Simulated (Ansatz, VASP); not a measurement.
**Two plane-wave programs on ScSbPt3**

```
Sc Sb Pt
1.0
     4.87047    0.00000    0.00000
     0.00000    4.87047    0.00000
     0.00000    0.00000    4.87047
Sc Sb Pt
1 1 3
Direct
  0.00000 0.00000 0.00000
  0.50000 0.50000 0.50000
  0.00000 0.50000 0.50000
  0.50000 0.00000 0.50000
  0.50000 0.50000 0.00000
```

Alike in both runs: functional r2SCAN; k mesh 4 × 4 × 4; occupations gaussian, width 0.1 eV; no spin polarisation.

Ansatz relaxed the structure, and its values are those at the end. VASP's run is a single point on that final structure, the one shown.

|  | VASP | Ansatz |
| --- | --- | --- |
| version | VASP 6.6.1 | Ansatz 0.2.0 |
| potentials or method | VASP PAW PBE potentials, release 64 (Sc_sv, Sb, Pt), cutoff 520 eV | scalar-relativistic, plane waves, PAW |
| valence electrons in the cell | 46 | 80 |

|  | VASP | Ansatz | Ansatz less VASP |
| --- | --- | --- | --- |
| gap on the k mesh at the Fermi level (eV) | none | none | - |
| pressure (GPa) | 0.0 | 0.0 | +0.02 |

VASP's potentials were made for PBE, not for r2SCAN. A gap of «none» marks a metal or a gap that the smearing closes. The functional is the same, so the differences come from potentials, cutoffs and numerics. VASP's potentials hold 46 valence electrons a cell and Ansatz's 80, so a difference there can come from the potentials and not from the codes.

Neither program's run includes spin-orbit coupling.
